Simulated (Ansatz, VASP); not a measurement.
**Two plane-wave programs on KBr**

INCAR

```
SYSTEM = KBr
PREC = Accurate
ENCUT = 520
EDIFF = 1E-7
ISMEAR = -1
SIGMA = 0.02
LREAL = .FALSE.
LASPH = .TRUE.
NELM = 100
ALGO = Normal
ISIF = 2
LWAVE = .FALSE.
LCHARG = .FALSE.
GGA = PE
NBANDS = 24
```

The input KPOINTS:

```
Automatic mesh
0
G
  6 6 4
  0 0 0
```

Contents of POSCAR:

```
KBr
1.0
    4.5593000710      0.0000000000      0.0000000000
   -2.2796500355      3.9484696849      0.0000000000
    0.0000000000      0.0000000000      8.0200670366
K Br
2 2
Direct
    0.0000000000      0.0000000000      0.0000000000
    0.0000000000      0.0000000000      0.5000000000
    0.3333333333      0.6666666667      0.2500000000
    0.6666666667      0.3333333333      0.7500000000
```

Input for Ansatz:

```yaml
crystal:
  lattice:
    - [4.559300071, 0.0, 0.0]
    - [-2.2796500355, 3.9484696849, 0.0]
    - [0.0, 0.0, 8.0200670366]
  atoms:
    - { symbol: K, position: [0.0, 0.0, 0.0] }
    - { symbol: K, position: [0.0, 0.0, 0.5] }
    - { symbol: Br, position: [0.3333333333, 0.6666666667, 0.25] }
    - { symbol: Br, position: [0.6666666667, 0.3333333333, 0.75] }
kpoints:
  mp_grid: { grid: [6, 6, 4] }
  band_path:
    path:
      - [[0.0, 0.0, 0.0], [0.5, 3.53574127806e-17, 0.0], [0.3333333333333, 0.3333333333333, 0.0], [0.0, 0.0, 0.0], [0.0, 0.0, 0.5], [0.5, 3.53574127806e-17, 0.5], [0.3333333333333, 0.3333333333333, 0.5], [0.0, 0.0, 0.5]]
      - [[0.5, 3.53574127806e-17, 0.5], [0.5, 3.53574127806e-17, 0.0]]
      - [[0.3333333333333, 0.3333333333333, 0.5], [0.3333333333333, 0.3333333333333, 0.0]]
    npoints: 10
hamiltonian:
  xc: pbe
scf:
  occupations: { method: fermi_dirac, width: 0.02 }
  n_extra_bands: 5
output:
  forces: true
  stress: true
  eigenvalues: true
```

Alike in both runs: task single point; functional PBE; k mesh 6 × 6 × 4; occupations fermi-dirac, width 0.02 eV; no spin polarisation.

|  | VASP | Ansatz |
| --- | --- | --- |
| version | VASP 6.6.1 | Ansatz 0.2.0 |
| potentials or method | VASP PAW PBE potentials, release 64 (K_sv, Br) | plane waves, PAW |
| plane-wave cutoff (eV) | 520 | 420 |
| valence electrons in the cell | 32 | 32 |

|  | VASP | Ansatz | Ansatz less VASP |
| --- | --- | --- | --- |
| gap on the k mesh at the Fermi level (eV) | 4.35 | 4.35 | +0.001 |
| pressure (GPa) | 0.7 | 0.7 | -0.04 |
